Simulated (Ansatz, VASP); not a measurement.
# Pb in VASP and in Ansatz

The input INCAR:

```
PREC     = Accurate       # precision mode
ENCUT    = 520            # plane-wave cutoff, eV
EDIFF    = 1E-7           # SCF threshold, eV
ISMEAR   = -1             # smearing method
SIGMA    = 0.05           # smearing width, eV
LREAL    = False          # projectors in reciprocal space
LASPH    = True           # aspherical terms in the spheres
NELM     = 100            # most SCF steps
ALGO     = Normal         # electronic algorithm
ISIF     = 2              # what is computed and relaxed
LWAVE    = False          # write WAVECAR
LCHARG   = True           # write CHGCAR
GGA      = PE             # functional
LELF     = True           # ELF
LVHAR    = True         
NBANDS   = 36             # bands
```

File KPOINTS:

```
regular mesh
0
Gamma
  9 9 1
```

Contents of POSCAR:

```
Pb
1.0
    3.4928246563      0.0000000000      0.0000000000
   -1.7464123282      3.0248748834      0.0000000000
    0.0000000000      0.0000000000     23.5556381691
Pb
4
Direct
    0.6666666667      0.3333333333      0.3183951097
    0.3333333333      0.6666666667      0.4394650366
    0.0000000000      0.0000000000      0.5605349634
    0.6666666667      0.3333333333      0.6816048903
```

input.yaml

```yaml
crystal:
  lattice:
    - [3.4928246563, 0.0, 0.0]
    - [-1.7464123282, 3.0248748834, 0.0]
    - [0.0, 0.0, 23.5556381691]
  atoms:
    - { symbol: Pb, position: [0.6666666667, 0.3333333333, 0.3183951097] }
    - { symbol: Pb, position: [0.3333333333, 0.6666666667, 0.4394650366] }
    - { symbol: Pb, position: [0.0, 0.0, 0.5605349634] }
    - { symbol: Pb, position: [0.6666666667, 0.3333333333, 0.6816048903] }
kpoints:
  mp_grid: { grid: [9, 9, 1] }
scf:
  occupations: { method: fermi_dirac, width: 0.05 }
hamiltonian:
  xc: pbe
  pseudopotentials: { kind: all_electron, lapw: { basis_error: 0.002 } }
output:
  forces: true
  stress: true
  eigenvalues: true
```

Alike in both runs: task single point; functional PBE; k mesh 9 × 9 × 1; occupations fermi-dirac, width 0.05 eV; no spin polarisation.

|  | VASP | Ansatz |
| --- | --- | --- |
| version | VASP 6.6.1 | Ansatz 0.2.0 |
| potentials or method | VASP PAW PBE potentials, release 64 (Pb_d), cutoff 520 eV | all-electron LAPW, scalar-relativistic |

|  | VASP | Ansatz | Ansatz less VASP |
| --- | --- | --- | --- |
| gap on the k mesh at the Fermi level (eV) | none | none | - |
| rms of the force components (eV/Å) | 0.128 | 0.129 | +0.0008 |

Atom by atom the forces differ by 0.001 eV/Å (rms over components). A gap of «none» marks a metal or a gap that the smearing closes. Ansatz ran all-electron here, and VASP with PAW potentials.

Spin-orbit coupling is off throughout.
